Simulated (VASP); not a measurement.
# NbN in VASP: single point with PBE

Aim: the single point of NbN with PBE.

Program: VASP 6.6.1. These are calculated values, not measurements. Logs are shortened: lines on timing, memory, paths and dates and some standing lists are left out, and cuts for length are marked.

## 1. The cell of the first run

The cell holds a slab with vacuum, 8 atoms: a = 3.127 Å, b = 3.127 Å, c = 22.633 Å, α = 90.00°, β = 90.00°, γ = 90.00°.

## 2. Single point, PBE

POSCAR reads:

```
NbN
1.0
    3.1267856450      0.0000000000      0.0000000000
    0.0000000000      3.1267856450      0.0000000000
    0.0000000000      0.0000000000     22.6329000000
Nb N
4 4
Direct
    0.0000000000      0.0000000000      0.3534674302
    0.5000000000      0.5000000000      0.4511558097
    0.0000000000      0.0000000000      0.5488441897
    0.5000000000      0.5000000000      0.6465325698
    0.5000000000      0.5000000000      0.3534674302
    0.0000000000      0.0000000000      0.4511558097
    0.5000000000      0.5000000000      0.5488441897
    0.0000000000      0.0000000000      0.6465325698
```

INCAR.step1 reads:

```
SYSTEM = NbN
PREC = Accurate
ENCUT = 520
EDIFF = 1E-6
ISMEAR = -1
SIGMA = 0.1
LREAL = .False.
LASPH = .True.
NELM = 120
ALGO = Normal
ISIF = 2
LWAVE = .False.
LCHARG = .True.
LMAXMIX = 4
LDIPOL = .True.
IDIPOL = 3
DIPOL = 0.5 0.5 0.500
GGA = PE
NBANDS = 46
GGA_COMPAT = .False.
NEDOS = 2001
LORBIT = 11
NELMDL = -8
```

KPOINTS.step1 reads:

```
Automatic mesh
0
Gamma
  13 13 1
  0 0 0
```

INCAR.step2 reads:

```
SYSTEM = NbN
PREC = Accurate
ENCUT = 520
EDIFF = 1E-6
ISMEAR = -5
SIGMA = 0.1
LREAL = .False.
LASPH = .True.
NELM = 120
ALGO = Normal
ISIF = 2
LWAVE = .False.
LCHARG = .False.
LMAXMIX = 4
LDIPOL = .True.
IDIPOL = 3
DIPOL = 0.5 0.5 0.500
GGA = PE
LORBIT = 11
NBANDS = 46
NEDOS = 2001
ICHARG = 11
GGA_COMPAT = .False.
NELMDL = -8
```

KPOINTS.step2 reads:

```
Automatic mesh
0
Gamma
  20 20 1
  0 0 0
```

Potentials or basis: VASP PAW PBE potentials, release 64 (Nb_sv, N).

On the command line:

```sh
$ cat potpaw_PBE.64/Nb_sv/POTCAR potpaw_PBE.64/N/POTCAR > POTCAR
$ cp INCAR.step1 INCAR
$ cp KPOINTS.step1 KPOINTS
$ mpirun -np 1 vasp_std > vasp.out
$ cp INCAR.step2 INCAR
$ cp KPOINTS.step2 KPOINTS
$ mpirun -np 1 vasp_std > vasp.out
```

OUTCAR:

```text
SYSTEM = NbN
   PREC = Accurate
   ENCUT = 520
   EDIFF = 1E-6
   ISMEAR = -5
   LREAL = .False.
   LASPH = .True.
   NELM = 120
   ISIF = 2
   GGA = PE
   LORBIT = 11
   ICHARG = 11
   NELMDL = -8

 ion  position               nearest neighbor table
   1  0.000  0.000  0.353-   6 2.21   5 2.21   5 2.21   5 2.21   5 2.21
   2  0.500  0.500  0.451-   5 2.21   6 2.21   6 2.21   6 2.21   6 2.21   7 2.21
   3  0.000  0.000  0.549-   7 2.21   7 2.21   7 2.21   7 2.21   6 2.21   8 2.21
   4  0.500  0.500  0.647-   8 2.21   8 2.21   8 2.21   8 2.21   7 2.21
   5  0.500  0.500  0.353-   2 2.21   1 2.21   1 2.21   1 2.21   1 2.21
   6  0.000  0.000  0.451-   1 2.21   2 2.21   2 2.21   2 2.21   2 2.21   3 2.21
   7  0.500  0.500  0.549-   3 2.21   3 2.21   3 2.21   3 2.21   2 2.21   4 2.21
   8  0.000  0.000  0.647-   4 2.21   4 2.21   4 2.21   4 2.21   3 2.21

  LATTYP: Found a simple tetragonal cell.
 ALAT       =     3.1267856450
 C/A-ratio  =     7.2383919365

  Lattice vectors:

 A1 = (   3.1267856450,   0.0000000000,   0.0000000000)
 A2 = (   0.0000000000,   3.1267856450,   0.0000000000)
 A3 = (   0.0000000000,   0.0000000000,  22.6329000000)

Analysis of symmetry for initial positions (statically):
=====================================================================
 Subroutine PRICEL returns:
 Original cell was already a primitive cell.

 Routine SETGRP: Setting up the symmetry group for a
 simple tetragonal supercell.

 Subroutine GETGRP returns: Found 16 space group operations
 (whereof  8 operations were pure point group operations)
 out of a pool of 16 trial point group operations.

The static configuration has the point symmetry C_4v.
 The point group associated with its full space group is D_4h.

Analysis of symmetry for dynamics (positions and initial velocities):
=====================================================================
 Subroutine PRICEL returns:
 Original cell was already a primitive cell.

 Routine SETGRP: Setting up the symmetry group for a
 simple tetragonal supercell.

 Subroutine GETGRP returns: Found 16 space group operations
 (whereof  8 operations were pure point group operations)
 out of a pool of 16 trial point group operations.

The dynamic configuration has the point symmetry C_4v.
 The point group associated with its full space group is D_4h.

 Subroutine INISYM returns: Found 16 space group operations
 (whereof  8 operations are pure point group operations),
 and found     1 'primitive' translations

----------------------------------------------------------------------------------------

                                     Primitive cell

  volume of cell :     221.2771

  direct lattice vectors                    reciprocal lattice vectors
     3.126785645  0.000000000  0.000000000     0.319817254  0.000000000  0.000000000
     0.000000000  3.126785645  0.000000000     0.000000000  0.319817254  0.000000000
     0.000000000  0.000000000 22.632900000     0.000000000  0.000000000  0.044183467

  length of vectors
     3.126785645  3.126785645 22.632900000     0.319817254  0.319817254  0.044183467

  position of ions in fractional coordinates (direct lattice)
     0.000000000  0.000000000  0.353467430
     0.500000000  0.500000000  0.451155810
     0.000000000  0.000000000  0.548844190
     0.500000000  0.500000000  0.646532570
     0.500000000  0.500000000  0.353467430
     0.000000000  0.000000000  0.451155810
     0.500000000  0.500000000  0.548844190
     0.000000000  0.000000000  0.646532570

  ion indices of the primitive-cell ions
   primitive index   ion index
                 1           1
                 2           2
                 3           3
                 4           4
                 5           5
                 6           6
                 7           7
                 8           8

----------------------------------------------------------------------------------------

 KPOINTS: Automatic mesh

Automatic generation of k-mesh.
 Grid dimensions read from file:
 generate k-points for:   20   20    1

 Generating k-lattice:

  Cartesian coordinates                     Fractional coordinates (reciprocal lattice)
     0.015990863  0.000000000  0.000000000     0.050000000  0.000000000  0.000000000
     0.000000000  0.015990863  0.000000000     0.000000000  0.050000000  0.000000000
     0.000000000  0.000000000  0.044183467     0.000000000  0.000000000  1.000000000

  Length of vectors
     0.015990863  0.015990863  0.044183467

  Shift w.r.t. Gamma in fractional coordinates (k-lattice)
     0.000000000  0.000000000  0.000000000

 TETIRR: Found    610 inequivalent tetrahedra from     2400

 Subroutine IBZKPT returns following result:
 ===========================================

 Found     66 irreducible k-points:

 Following reciprocal coordinates:
            Coordinates               Weight
  0.000000  0.000000  0.000000      1.000000
  0.050000  0.000000  0.000000      4.000000
  0.100000  0.000000  0.000000      4.000000
  0.150000  0.000000  0.000000      4.000000
  0.200000  0.000000  0.000000      4.000000
  0.250000  0.000000  0.000000      4.000000
[... 16 lines left out ...]
  0.150000  0.100000  0.000000      8.000000
  0.200000  0.100000  0.000000      8.000000
 [... further k-points ...]
   k-points           NKPTS =     66   k-points in BZ     NKDIM =     66   number of bands    NBANDS=     46
   number of dos      NEDOS =   2001   number of ions     NIONS =      8
   total plane-waves  NPLWV =  96768
   dimension x,y,z NGX =    24 NGY =   24 NGZ =  168
   dimension x,y,z NGXF=    48 NGYF=   48 NGZF=  336
   ions per type =               4   4
   NGX,Y,Z   is equivalent  to a cutoff of  12.76, 12.76, 12.34 a.u.
   NGXF,Y,Z  is equivalent  to a cutoff of  25.52, 25.52, 24.68 a.u.
 SYSTEM =  NbN
   PREC   = accura    normal or accurate (medium, high low for compatibility)
   ISTART =      0    job   : 0-new  1-cont  2-samecut
   ICHARG =     11    charge: 1-file 2-atom 10-const
   ISPIN  =      1    spin polarized calculation?
   LNONCOLLINEAR =      F non collinear calculations
   LSORBIT =      F    spin-orbit coupling
   LASPH  =      T    aspherical Exc in radial PAW
   ENCUT  =  520.0 eV  38.22 Ry    6.18 a.u.   5.81  5.81 42.08*2*pi/ulx,y,z
   NELM   =    120;   NELMIN=  2; NELMDL= -8     # of ELM steps
   EDIFF  = 0.1E-05   stopping-criterion for ELM
   LREAL  =      F    real-space projection
   EDIFFG = 0.1E-04   stopping-criterion for IOM
   NSW    =      0    number of steps for IOM
   IBRION =     -1    ionic relax: 0-MD 1-quasi-New 2-CG
   NFREE  =      0    steps in history (QN), initial steepest desc. (CG)
   ISIF   =      2    stress and relaxation
   ISYM   =      2    0-nonsym 1-usesym 2-fastsym
   POTIM  = 0.5000    time-step for ionic-motion
   TEBEG  =    0.0;   TEEND  =   0.0 temperature during run
   PSTRESS=    0.0 pullay stress
   NELECT =      72.0000    total number of electrons
   NUPDOWN=      -1.0000    fix difference up-down
   EMIN   =  10.00;   EMAX   =-10.00  energy-range for DOS
   EFERMI =   0.00;   METHOD = LEGACY
   ISMEAR =    -5;   SIGMA  =   0.10  broadening in eV -4-tet -1-fermi 0-gaus
   EFERMI_NEDOS =   21; number of points for ismear=-14 and -15
   IALGO  =     38    algorithm
   IMIX   =      4    mixing-type and parameters
     AMIX     =   0.40;   BMIX     =  1.00
     AMIX_MAG =   1.60;   BMIX_MAG =  1.00
  volume/ion in A,a.u.               =      27.66       186.66
  Fermi-wavevector in a.u.,A,eV,Ry     =   1.126005  2.127840 17.250643  1.267886
  Thomas-Fermi vector in A             =   2.262684
   LORBIT       =     11    0 simple, 1 ext, 2 COOP (PROOUT), +10 PAW based schemes
   GGA     = PE    functional components
   LHFCALC =     F    Hartree Fock is set to
   AEXX    =    0.0000 exact exchange contribution
   IVDW    =     0    specifies the selected vdW correction
   LEPSILON=     F    determine dielectric tensor
   LRPA    =     F    only Hartree local field effects (RPA)
 non-spin polarized calculation
 Fermi weights with tetrahedron method with Bloechl corrections
  energy-cutoff  :      520.00
  volume of cell :      221.28
 maximum number of plane-waves:      6040
 NGX is ok and might be reduce to    24

 number of electron      72.0000001 magnetization

 dipolmoment           0.000000      0.000000     -0.000000 electrons x Angstroem

 Free energy of the ion-electron system (eV)
  ---------------------------------------------------
  ext. energy  EPLUGINS =         0.00000000
  ---------------------------------------------------
  free energy    TOTEN  =       -80.27883133 eV

  energy without entropy =      -80.27883133  energy(sigma->0) =      -80.27883133

 E-fermi :   3.3462     XC(G=0):  -6.1489

 val. band max:        3.3598250998   @ k =   0.5000   0.0500   0.0000
 cond. band min:       3.3163400221   @ k =   0.2000   0.1000   0.0000
 fundamental gap:     -0.0434850776
 Fermi energy:         3.3461941976

 k-point     1 :       0.0000    0.0000    0.0000
  band No.  band energies     occupation
      1     -52.9966      2.00000
      2     -52.9731      2.00000
      3     -52.9155      2.00000
      4     -52.8559      2.00000
      5     -29.4031      2.00000
      6     -29.2414      2.00000
[... 38 lines left out ...]
     45       4.5044      0.00000
     46       4.9064      0.00000
[... 1086 lines left out ...]
      6     -29.3241      2.00000
[... 38 lines left out ...]
     45       5.2015      0.00000
     46       5.3937      0.00000

 [... further k-points ...]

------------------------ aborting loop because EDIFF is reached ----------------------------------------

 vacuum level on the upper side and lower side of the slab       (xc-potential included)        -0.161        -0.161

  FORCE on cell =-STRESS in cart. coord.  units (eV):
  Direction    XX          YY          ZZ          XY          YZ          ZX
  --------------------------------------------------------------------------------------
  -------------------------------------------------------------------------------------
  Total       -7.4712431     -7.4712431     -4.0170168      0.0000000      0.0000000      0.0000000
  in kB      -54.0962336    -54.0962336    -29.0855856      0.0000000      0.0000000      0.0000000
  external PRESSURE =     -45.7593509 kB  Pullay stress =       0.0000000 kB

 VOLUME and BASIS-vectors are now :
 -----------------------------------------------------------------------------
  energy-cutoff  :      520.00
  volume of cell :      221.28
      direct lattice vectors                 reciprocal lattice vectors
     3.126785645  0.000000000  0.000000000     0.319817254  0.000000000  0.000000000
     0.000000000  3.126785645  0.000000000     0.000000000  0.319817254  0.000000000
     0.000000000  0.000000000 22.632900000     0.000000000  0.000000000  0.044183467

 POSITION                                       TOTAL-FORCE (eV/Angst)
 -----------------------------------------------------------------------------------
      0.00000      0.00000      7.99999         0.000000      0.000000      2.415961
      1.56339      1.56339     10.21096         0.000000     -0.000000     -0.838499
      0.00000      0.00000     12.42194         0.000000      0.000000      0.838499
      1.56339      1.56339     14.63291        -0.000000     -0.000000     -2.415961
      1.56339      1.56339      7.99999         0.000000     -0.000000     -1.350083
      0.00000      0.00000     10.21096         0.000000     -0.000000     -0.987897
      1.56339      1.56339     12.42194         0.000000      0.000000      0.987897
      0.00000      0.00000     14.63291         0.000000      0.000000      1.350083
 -----------------------------------------------------------------------------------
    total drift:                               -0.000000     -0.000000      0.000011

  FREE ENERGIE OF THE ION-ELECTRON SYSTEM (eV)
  ---------------------------------------------------
  free  energy   TOTEN  =       -80.2788313280 eV

  energy  without entropy=      -80.2788313280  energy(sigma->0) =      -80.27883133

 vacuum level on the upper side and lower side of the slab         6.518         6.518

 total charge

# of ion       s       p       d       tot
------------------------------------------
    1        2.146   6.023   2.370  10.540
    2        2.146   6.050   2.434  10.629
    3        2.146   6.050   2.434  10.629
    4        2.146   6.023   2.370  10.540
    5        1.245   2.435   0.000   3.680
    6        1.241   2.483   0.000   3.723
    7        1.241   2.483   0.000   3.723
    8        1.245   2.435   0.000   3.680
--------------------------------------------------
tot         13.555  33.982   9.608  57.145
```

Wall time 8.1 min (1 thread of AMD EPYC 9R45 (Zen 5), shared host); peak memory 0.58 GiB.

Results:

| Quantity | Value |
| --- | --- |
| Valence electrons inside the program's atomic spheres | Nb 10.54, 10.63 (each value once); N 3.68, 3.72 (each value once) |
